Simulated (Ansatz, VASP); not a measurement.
## Hg in VASP and in Ansatz

```
Hg
1.0
     3.30104    0.00000    0.00000
    -1.65052    2.85879    0.00000
     0.00000    0.00000    5.03201
Hg
2
Direct
  0.66667 0.33333 0.75000
  0.33333 0.66667 0.25000
```

Alike in both runs: functional PBEsol; k mesh 15 × 15 × 8; occupations gaussian, width 0.1 eV; no spin polarisation.

Ansatz relaxed the structure, and its values are those at the end. VASP's run is a single point on that final structure, the one shown.

|  | VASP | Ansatz |
| --- | --- | --- |
| version | VASP 6.6.1 | Ansatz 0.2.0 |
| potentials or method | VASP PAW PBE potentials, release 64 (Hg), cutoff 520 eV | scalar-relativistic, plane waves, PAW |
| valence electrons in the cell | 24 | 40 |

Ansatz gave:

| Item | Value |
| --- | --- |
| gap on the k mesh at the Fermi level (eV) | none |
| pressure (GPa) | 0.0 |

Which values does VASP return?

gap on the k mesh at the Fermi level (eV): none; pressure (GPa): 0.3.

VASP's potentials were made for PBE, not for PBEsol. A gap of «none» marks a metal or a gap that the smearing closes. VASP's potentials hold 24 valence electrons a cell and Ansatz's 40, so a difference there can come from the potentials and not from the codes.

Spin-orbit coupling is off throughout.
